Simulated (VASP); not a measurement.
# Zn4HO4 (a cell with a defect) in VASP: a series of runs

The runs below take Zn4HO4 (a cell with a defect) through single point, with PBEsol.

Everything below comes from runs of VASP 6.6.1. Logs are shortened: lines on timing, memory, paths and dates and some standing lists are left out, and cuts for length are marked.

### 1 The cell of the first run

The cell holds a defect, 9 atoms: a = 5.515 Å, b = 5.515 Å, c = 3.243 Å, α = 90.00°, β = 90.00°, γ = 90.00°.

### 2 Single point, PBEsol

Contents of INCAR:

```
  PREC = Accurate
  ENCUT = 520
  EDIFF = 1E-6
  ISMEAR = 0
  SIGMA = 0.05
  LREAL = F
  LASPH = T
  NELM = 80
  ALGO = Normal
  ISIF = 2
  LWAVE = F
  LCHARG = F
  GGA = PS
  NBANDS = 46
```

Contents of KPOINTS:

```
regular mesh
0
Gamma
  4 4 8
```

Contents of POSCAR:

```
Zn4HO4
1.0
    5.5148137916      0.0000000000      0.0000000000
    0.0000000000      5.5148137916      0.0000000000
    0.0000000000      0.0000000000      3.2430062931
Zn O H
4 4 1
Direct
    0.1820657240      0.1820657240      0.5000000000
    0.8179342760      0.8179342760      0.5000000000
    0.6820657240      0.3179342760      0.0000000000
    0.3179342760      0.6820657240      0.0000000000
    0.8180023132      0.1819976868      0.5000000000
    0.1819976868      0.8180023132      0.5000000000
    0.6819976868      0.6819976868      0.0000000000
    0.3180023132      0.3180023132      0.0000000000
    1.0000405349     -0.6180023132      0.4000000000
```

Potentials or basis: VASP PAW PBE potentials, release 64 (Zn, O, H).

Launch:

```bash
$ cat potpaw_PBE.64/Zn/POTCAR potpaw_PBE.64/O/POTCAR potpaw_PBE.64/H/POTCAR > POTCAR
$ mpirun -np 1 vasp_std > vasp.out
```

OUTCAR:

```text
PREC = Accurate
   ENCUT = 520
   EDIFF = 1E-6
   ISMEAR = 0
   LREAL = F
   LASPH = T
   NELM = 80
   ISIF = 2
   GGA = PS

 ion  position               nearest neighbor table
   1  0.182  0.182  0.500-   9 1.53   8 1.94   8 1.94   6 2.01   5 2.01   2 2.84
   2  0.818  0.818  0.500-   7 1.94   7 1.94   5 2.01   6 2.01   1 2.84
   3  0.682  0.318  0.000-   5 1.94   5 1.94   8 2.01   7 2.01   4 2.84
   4  0.318  0.682  0.000-   6 1.94   6 1.94   8 2.01   7 2.01   3 2.84
   5  0.818  0.182  0.500-   3 1.94   3 1.94   1 2.01   2 2.01
   6  0.182  0.818  0.500-   4 1.94   4 1.94   1 2.01   2 2.01
   7  0.682  0.682  0.000-   2 1.94   2 1.94   4 2.01   3 2.01
   8  0.318  0.318  0.000-   1 1.94   1 1.94   4 2.01   3 2.01
   9  0.000  0.382  0.400-   1 1.53

  LATTYP: Found a simple tetragonal cell.
 ALAT       =     5.5148137916
 C/A-ratio  =     0.5880536344

  Lattice vectors:

 A1 = (   5.5148137916,   0.0000000000,   0.0000000000)
 A2 = (   0.0000000000,   5.5148137916,   0.0000000000)
 A3 = (   0.0000000000,   0.0000000000,   3.2430062931)

Analysis of symmetry for initial positions (statically):
=====================================================================
 Subroutine PRICEL returns:
 Original cell was already a primitive cell.

 Routine SETGRP: Setting up the symmetry group for a
 simple tetragonal supercell.

 Subroutine GETGRP returns: Found  1 space group operations
 (whereof  1 operations were pure point group operations)
 out of a pool of 16 trial point group operations.

The static configuration has the point symmetry C_1 .

Analysis of symmetry for dynamics (positions and initial velocities):
=====================================================================
 Subroutine PRICEL returns:
 Original cell was already a primitive cell.

 Routine SETGRP: Setting up the symmetry group for a
 simple tetragonal supercell.

 Subroutine GETGRP returns: Found  1 space group operations
 (whereof  1 operations were pure point group operations)
 out of a pool of 16 trial point group operations.

The dynamic configuration has the point symmetry C_1 .

 Subroutine INISYM returns: Found  1 space group operations
 (whereof  1 operations are pure point group operations),
 and found     1 'primitive' translations

----------------------------------------------------------------------------------------

                                     Primitive cell

  volume of cell :      98.6301

  direct lattice vectors                    reciprocal lattice vectors
     5.514813792  0.000000000  0.000000000     0.181329785  0.000000000  0.000000000
     0.000000000  5.514813792  0.000000000     0.000000000  0.181329785  0.000000000
     0.000000000  0.000000000  3.243006293     0.000000000  0.000000000  0.308355862

  length of vectors
     5.514813792  5.514813792  3.243006293     0.181329785  0.181329785  0.308355862

  position of ions in fractional coordinates (direct lattice)
     0.182065724  0.182065724  0.500000000
     0.817934276  0.817934276  0.500000000
     0.682065724  0.317934276  0.000000000
     0.317934276  0.682065724  0.000000000
     0.818002313  0.181997687  0.500000000
     0.181997687  0.818002313  0.500000000
     0.681997687  0.681997687  0.000000000
     0.318002313  0.318002313  0.000000000
     0.000040535  0.381997687  0.400000000

  ion indices of the primitive-cell ions
   primitive index   ion index
                 1           1
                 2           2
                 3           3
                 4           4
                 5           5
                 6           6
                 7           7
                 8           8
                 9           9

----------------------------------------------------------------------------------------

 KPOINTS: regular mesh

Automatic generation of k-mesh.
 Grid dimensions read from file:
 generate k-points for:    4    4    8

 Generating k-lattice:

  Cartesian coordinates                     Fractional coordinates (reciprocal lattice)
     0.045332446  0.000000000  0.000000000     0.250000000  0.000000000  0.000000000
     0.000000000  0.045332446  0.000000000     0.000000000  0.250000000  0.000000000
     0.000000000  0.000000000  0.038544483     0.000000000  0.000000000  0.125000000

  Length of vectors
     0.045332446  0.045332446  0.038544483

  Shift w.r.t. Gamma in fractional coordinates (k-lattice)
     0.000000000  0.000000000  0.000000000

 Subroutine IBZKPT returns following result:
 ===========================================

 Found     68 irreducible k-points:

 Following reciprocal coordinates:
            Coordinates               Weight
  0.000000  0.000000  0.000000      1.000000
  0.250000  0.000000  0.000000      2.000000
  0.000000  0.250000  0.000000      2.000000
  0.500000  0.000000  0.000000      1.000000
  0.000000  0.500000  0.000000      1.000000
  0.250000  0.250000  0.000000      2.000000
[... 16 lines left out ...]
 -0.250000  0.500000  0.125000      2.000000
  0.500000 -0.250000  0.125000      2.000000
 [... further k-points ...]
   k-points           NKPTS =     68   k-points in BZ     NKDIM =     68   number of bands    NBANDS=     46
   number of dos      NEDOS =    301   number of ions     NIONS =      9
   total plane-waves  NPLWV =  42336
   dimension x,y,z NGX =    42 NGY =   42 NGZ =   24
   dimension x,y,z NGXF=    84 NGYF=   84 NGZF=   48
   ions per type =               4   4   1
   NGX,Y,Z   is equivalent  to a cutoff of  12.66, 12.66, 12.30 a.u.
   NGXF,Y,Z  is equivalent  to a cutoff of  25.32, 25.32, 24.61 a.u.
 SYSTEM =  unknown system
   PREC   = accura    normal or accurate (medium, high low for compatibility)
   ISTART =      0    job   : 0-new  1-cont  2-samecut
   ICHARG =      2    charge: 1-file 2-atom 10-const
   ISPIN  =      1    spin polarized calculation?
   LNONCOLLINEAR =      F non collinear calculations
   LSORBIT =      F    spin-orbit coupling
   LASPH  =      T    aspherical Exc in radial PAW
   ENCUT  =  520.0 eV  38.22 Ry    6.18 a.u.  10.25 10.25  6.03*2*pi/ulx,y,z
   NELM   =     80;   NELMIN=  2; NELMDL= -5     # of ELM steps
   EDIFF  = 0.1E-05   stopping-criterion for ELM
   LREAL  =      F    real-space projection
   EDIFFG = 0.1E-04   stopping-criterion for IOM
   NSW    =      0    number of steps for IOM
   IBRION =     -1    ionic relax: 0-MD 1-quasi-New 2-CG
   NFREE  =      0    steps in history (QN), initial steepest desc. (CG)
   ISIF   =      2    stress and relaxation
   ISYM   =      2    0-nonsym 1-usesym 2-fastsym
   POTIM  = 0.5000    time-step for ionic-motion
   TEBEG  =    0.0;   TEEND  =   0.0 temperature during run
   PSTRESS=    0.0 pullay stress
   NELECT =      73.0000    total number of electrons
   NUPDOWN=      -1.0000    fix difference up-down
   EMIN   =  10.00;   EMAX   =-10.00  energy-range for DOS
   EFERMI =   0.00;   METHOD = LEGACY
   ISMEAR =     0;   SIGMA  =   0.05  broadening in eV -4-tet -1-fermi 0-gaus
   EFERMI_NEDOS =   21; number of points for ismear=-14 and -15
   IALGO  =     38    algorithm
   IMIX   =      4    mixing-type and parameters
     AMIX     =   0.40;   BMIX     =  1.00
     AMIX_MAG =   1.60;   BMIX_MAG =  1.00
  volume/ion in A,a.u.               =      10.96        73.95
  Fermi-wavevector in a.u.,A,eV,Ry     =   1.480855  2.798411 29.836656  2.192932
  Thomas-Fermi vector in A             =   2.594838
   LORBIT       =      0    0 simple, 1 ext, 2 COOP (PROOUT), +10 PAW based schemes
   GGA     = PS    functional components
   LHFCALC =     F    Hartree Fock is set to
   AEXX    =    0.0000 exact exchange contribution
   IVDW    =     0    specifies the selected vdW correction
   LEPSILON=     F    determine dielectric tensor
   LRPA    =     F    only Hartree local field effects (RPA)
 non-spin polarized calculation
 Gauss-broadening in eV      SIGMA  =   0.05
  energy-cutoff  :      520.00
  volume of cell :       98.63
 maximum number of plane-waves:      2684
 NGX is ok and might be reduce to    42
   NGX = 21   NGY = 21   NGZ = 13

 number of electron      73.0000002 magnetization

 Free energy of the ion-electron system (eV)
  ---------------------------------------------------
  ext. energy  EPLUGINS =         0.00000000
  ---------------------------------------------------
  free energy    TOTEN  =       -39.18054432 eV

  energy without entropy =      -39.17697873  energy(sigma->0) =      -39.17876153

 E-fermi :   2.8638     XC(G=0): -11.1429

 val. band max:        2.8594504823   @ k =   0.0000  -0.2500   0.2500
 cond. band min:       2.8671245616   @ k =   0.5000   0.2500   0.1250
 fundamental gap:      0.0076740793
 Fermi energy:         2.8638168062

 k-point     1 :       0.0000    0.0000    0.0000
  band No.  band energies     occupation
      1     -17.5833      2.00000
      2     -16.6008      2.00000
      3     -16.2110      2.00000
      4     -16.1121      2.00000
      5      -6.1473      2.00000
      6      -5.5856      2.00000
[... 38 lines left out ...]
     45      11.0874      0.00000
     46      12.5524      0.00000

 k-point     2 :       0.2500    0.0000    0.0000
  band No.  band energies     occupation
      1     -17.5427      2.00000
      2     -16.6192      2.00000
      3     -16.2506      2.00000
      4     -16.1012      2.00000
      5      -6.2159      2.00000
      6      -5.5969      2.00000
[... 38 lines left out ...]
     45      11.6204      0.00000
     46      11.9616      0.00000

 k-point     3 :       0.0000    0.2500    0.0000
  band No.  band energies     occupation
      1     -17.5457      2.00000
      2     -16.6042      2.00000
      3     -16.2782      2.00000
      4     -16.0841      2.00000
      5      -6.2533      2.00000
      6      -5.5834      2.00000
[... 1018 lines left out ...]
     45      11.1248      0.00000
     46      11.3901      0.00000

 k-point    24 :       0.5000   -0.2500    0.1250
  band No.  band energies     occupation
      1     -17.4379      2.00000
      2     -16.5508      2.00000
      3     -16.2649      2.00000
      4     -16.1341      2.00000
      5      -6.3504      2.00000
      6      -5.5888      2.00000
[... 38 lines left out ...]
     45      10.9223      0.00000
     46      11.4230      0.00000

 [... further k-points ...]

------------------------ aborting loop because EDIFF is reached ----------------------------------------

  FORCE on cell =-STRESS in cart. coord.  units (eV):
  Direction    XX          YY          ZZ          XY          YZ          ZX
  --------------------------------------------------------------------------------------
  -------------------------------------------------------------------------------------
  Total        5.7294751      3.1915277      3.9157129     -1.0698298     -0.5871674      0.2168650
  in kB       93.0713302     51.8441428     63.6080267    -17.3786389     -9.5381257      3.5228214
  external PRESSURE =      69.5078332 kB  Pullay stress =       0.0000000 kB

 VOLUME and BASIS-vectors are now :
 -----------------------------------------------------------------------------
  energy-cutoff  :      520.00
  volume of cell :       98.63
      direct lattice vectors                 reciprocal lattice vectors
     5.514813792  0.000000000  0.000000000     0.181329785  0.000000000  0.000000000
     0.000000000  5.514813792  0.000000000     0.000000000  0.181329785  0.000000000
     0.000000000  0.000000000  3.243006293     0.000000000  0.000000000  0.308355862

 POSITION                                       TOTAL-FORCE (eV/Angst)
 -----------------------------------------------------------------------------------
      1.00406      1.00406      1.62150         1.717477     -1.421752      0.420275
      4.51076      4.51076      1.62150         0.095922     -0.631382     -0.015195
      3.76147      1.75335      0.00000        -0.624692      0.440958     -0.135823
      1.75335      3.76147      0.00000        -0.072003     -0.067815      0.003607
      4.51113      1.00368      1.62150        -0.896277     -0.364097      0.230394
      1.00368      4.51113      1.62150         0.104631      0.660480      0.039750
      3.76109      3.76109      0.00000        -0.150037      0.041069     -0.031103
      1.75372      1.75372      0.00000         0.760819     -0.222798     -0.247078
      0.00022      2.10665      1.29720        -0.935839      1.565337     -0.264827
 -----------------------------------------------------------------------------------
    total drift:                                0.000052     -0.000366      0.000066

  FREE ENERGIE OF THE ION-ELECTRON SYSTEM (eV)
  ---------------------------------------------------
  free  energy   TOTEN  =       -39.1805443250 eV

  energy  without entropy=      -39.1769787344  energy(sigma->0) =      -39.17876153
```

Wall time 11 min (1 thread of AMD EPYC 7R13, shared host); peak memory 0.33 GiB.

What came out:

- Free energy: -39.1805 eV
- Pressure: 7.0 GPa
- Largest force: 2.269 eV/Å
- Band gap on the k mesh: zero (an odd number of electrons rules out a gap without spin polarisation)

Forces on the atoms (eV/Å):
```
Zn   1.717 -1.422  0.420
Zn   0.096 -0.631 -0.015
Zn  -0.625  0.441 -0.136
Zn  -0.072 -0.068  0.004
O   -0.896 -0.364  0.230
O    0.105  0.660  0.040
O   -0.150  0.041 -0.031
O    0.761 -0.223 -0.247
H   -0.936  1.565 -0.265
```

Levels at points of the mesh, in eV from the Fermi level:
```tsv
k point	band 33	band 34	band 35	band 36	band 37	band 38	band 39	band 40
(0.00, 0.00, 0.00)	-2.64	-2.10	-2.03	-1.87	-1.82	2.02	3.23	3.66
(0.50, 0.00, 0.00)	-2.66	-2.37	-2.33	-2.18	-0.03	1.19	2.73	3.98
(0.00, 0.50, 0.00)	-2.68	-2.50	-2.19	-2.09	-0.45	1.27	3.13	3.94
(0.50, 0.50, 0.00)	-2.73	-2.64	-2.62	-2.60	-0.14	2.28	2.30	2.67
(0.00, 0.00, 0.50)	-3.72	-3.56	-3.26	-3.14	0.72	3.74	4.74	5.83
(0.50, 0.00, 0.50)	-3.66	-3.37	-2.98	-2.84	0.47	3.94	4.29	4.69
(0.00, 0.50, 0.50)	-3.61	-3.38	-3.04	-2.85	0.27	3.77	3.96	4.75
(0.50, 0.50, 0.50)	-3.21	-3.17	-3.16	-3.05	-0.22	3.23	3.93	3.98
```

Caveat: the PAW data sets were made with another functional, which shifts forces and pressure a little; an odd number of electrons without spin polarisation forces a metal; a magnetic or distorted state may lie lower.

### 3 Single point, PBEsol

Contents of INCAR:

```
SYSTEM = Zn4HO4
PREC = Accurate
ENCUT = 520
EDIFF = 1E-7
ISMEAR = 0
SIGMA = 0.05
LREAL = .FALSE.
LASPH = .TRUE.
NELM = 60
ALGO = Normal
ISIF = 2
LWAVE = .FALSE.
LCHARG = .FALSE.
GGA = PS
NBANDS = 46
```

Contents of KPOINTS:

```
Automatic mesh
0
G
  4 4 8
  0 0 0
```

POSCAR: that of step 2 with these lines changed.

```diff
@@ -16,2 +16,2 @@
     0.3180023132      0.3180023132      0.0000000000
-    1.0000405349     -0.6180023132      0.4000000000
+    1.0000405349      0.1819976868      0.4000000000
```

Potentials or basis: VASP PAW PBE potentials, release 64 (Zn, O, H).

Launch:

```bash
$ cat potpaw_PBE.64/Zn/POTCAR potpaw_PBE.64/O/POTCAR potpaw_PBE.64/H/POTCAR > POTCAR
$ mpirun -np 1 vasp_std > vasp.out
```

Wall time 3.9 min (1 thread of AMD EPYC 9R45 (Zen 5), shared host); peak memory 0.32 GiB.

It converged, with:

| Property | Result |
| --- | --- |
| Free energy | -34.9651 eV |
| Pressure | 22.7 GPa |
| Largest force | 23.394 eV/Å |
| Band gap on the k mesh | zero (an odd number of electrons rules out a gap without spin polarisation) |

Forces in eV/Å, atoms in the order of the input:
```
Zn   22.337  -0.060   6.952
Zn   -0.133  -1.203   0.066
Zn   -0.876   0.957  -0.069
Zn   -0.005   0.099   0.003
O    -2.801  -0.153   0.333
O    -0.163   0.242   0.023
O     0.054  -0.044  -0.001
O     0.336  -0.127  -0.181
H   -18.748   0.291  -7.126
```

Stress tensor (GPa, compression positive):
```
47.71  0.16 10.61
 0.16  7.72 -0.61
10.61 -0.61 12.74
```

Levels at points of the mesh, in eV from the Fermi level:
| k point | band 32 | band 33 | band 34 | band 35 | band 36 | band 37 | band 38 | band 39 | band 40 | band 41 |
| --- | --- | --- | --- | --- | --- | --- | --- | --- | --- | --- |
| (0.00, 0.00, 0.00) | -4.08 | -4.04 | -3.51 | -3.20 | -3.07 | -2.86 | 1.36 | 1.89 | 3.32 | 3.80 |
| (0.50, 0.00, 0.00) | -4.75 | -4.04 | -3.66 | -3.60 | -3.47 | -0.53 | -0.19 | 2.09 | 2.68 | 4.33 |
| (0.00, 0.50, 0.00) | -4.58 | -4.48 | -4.20 | -3.35 | -3.23 | -0.79 | 0.00 | 2.47 | 2.69 | 3.76 |
| (0.50, 0.50, 0.00) | -4.61 | -4.19 | -3.89 | -3.82 | -3.78 | 0.06 | 0.88 | 1.24 | 1.41 | 3.55 |
| (0.00, 0.00, 0.50) | -5.31 | -5.04 | -4.82 | -4.51 | -4.40 | 1.36 | 2.35 | 3.58 | 4.18 | 4.63 |
| (0.50, 0.00, 0.50) | -5.25 | -4.97 | -4.68 | -4.28 | -4.06 | 0.78 | 2.43 | 3.08 | 3.30 | 4.13 |
| (0.00, 0.50, 0.50) | -5.00 | -4.92 | -4.55 | -4.42 | -4.14 | 1.40 | 2.51 | 3.13 | 3.29 | 3.65 |
| (0.50, 0.50, 0.50) | -4.88 | -4.51 | -4.46 | -4.36 | -4.22 | 0.60 | 2.00 | 2.31 | 2.52 | 4.09 |

Caveat: atoms lie so close that the PAW spheres overlap strongly, which falsifies energies and pressures; the PAW data sets were made with another functional, which shifts forces and pressure a little; an odd number of electrons without spin polarisation forces a metal; a magnetic or distorted state may lie lower.

### 4 Single point, PBEsol

Contents of INCAR:

```
SYSTEM = Zn4HO4
ALGO = Normal ; EDIFF = 1E-7
ENCUT = 520 ; GGA = PS
ISIF = 2 ; ISMEAR = 0
LASPH = .TRUE. ; LCHARG = .TRUE.
LELF = .TRUE. ; LREAL = .FALSE.
LVHAR = .TRUE. ; LWAVE = .FALSE.
NBANDS = 46 ; NELM = 80
PREC = Accurate ; SIGMA = 0.05
```

Contents of KPOINTS:

```
k-points
0
G
  4 4 8
  0 0 0
```

POSCAR: that of step 3 with these lines changed.

```diff
@@ -16,2 +16,2 @@
     0.3180023132      0.3180023132      0.0000000000
-    1.0000405349      0.1819976868      0.4000000000
+    1.0000405349     -0.1180023132      0.1000000000
```

Launch:

```bash
$ cat potpaw_PBE.64/Zn/POTCAR potpaw_PBE.64/O/POTCAR potpaw_PBE.64/H/POTCAR > POTCAR
$ mpirun -np 1 vasp_std > vasp.out
```

It took 4.2 min on 1 thread of AMD EPYC 9R45 (Zen 5), shared host; peak memory 0.32 GiB.

It converged, with:

```
Free energy            : -39.2861 eV
Pressure               : 6.1 GPa
Largest force          : 1.009 eV/Å
Band gap on the k mesh : zero (an odd number of electrons rules out a gap without spin polarisation)
```

Forces in eV/Å, atoms in the order of the input:
```
Zn  -0.032  0.271  0.078
Zn  -0.677 -0.044  0.747
Zn   0.046 -0.175 -0.009
Zn   0.210 -0.307 -0.048
O   -0.182  0.370  0.126
O    0.631 -0.060  0.285
O   -0.536 -0.228 -0.343
O    0.043  0.110  0.004
H    0.496  0.062 -0.839
```

Stress tensor (GPa, compression positive):
```
 6.21  0.17 -0.06
 0.17  4.56  0.56
-0.06  0.56  7.62
```

Levels at points of the mesh, in eV from the Fermi level:
| k point | band 34 | band 35 | band 36 | band 37 | band 38 | band 39 | band 40 | band 41 |
| --- | --- | --- | --- | --- | --- | --- | --- | --- |
| (0.00, 0.00, 0.00) | -2.20 | -1.92 | -1.87 | -1.71 | 1.54 | 3.34 | 3.76 | 5.47 |
| (0.50, 0.00, 0.00) | -2.23 | -2.21 | -2.13 | -0.65 | 1.34 | 2.82 | 4.15 | 5.49 |
| (0.00, 0.50, 0.00) | -2.42 | -2.07 | -1.97 | -0.84 | 1.41 | 3.08 | 4.11 | 5.28 |
| (0.50, 0.50, 0.00) | -2.54 | -2.51 | -2.49 | -0.65 | 2.44 | 2.77 | 2.84 | 5.49 |
| (0.00, 0.00, 0.50) | -3.54 | -3.09 | -3.06 | 0.69 | 3.96 | 4.23 | 6.08 | 6.20 |
| (0.50, 0.00, 0.50) | -3.31 | -2.81 | -2.78 | 0.36 | 4.00 | 4.16 | 4.92 | 5.30 |
| (0.00, 0.50, 0.50) | -3.28 | -2.83 | -2.79 | 0.69 | 4.01 | 4.13 | 4.93 | 5.20 |
| (0.50, 0.50, 0.50) | -3.17 | -2.98 | -2.97 | 0.00 | 3.60 | 3.61 | 4.01 | 5.80 |

Caveat: the PAW data sets were made with another functional, which shifts forces and pressure a little; an odd number of electrons without spin polarisation forces a metal; a magnetic or distorted state may lie lower.

(Continued in part 2 of 2.)

The gap in the log of VASP goes by the Fermi energy; the results here count the filled bands.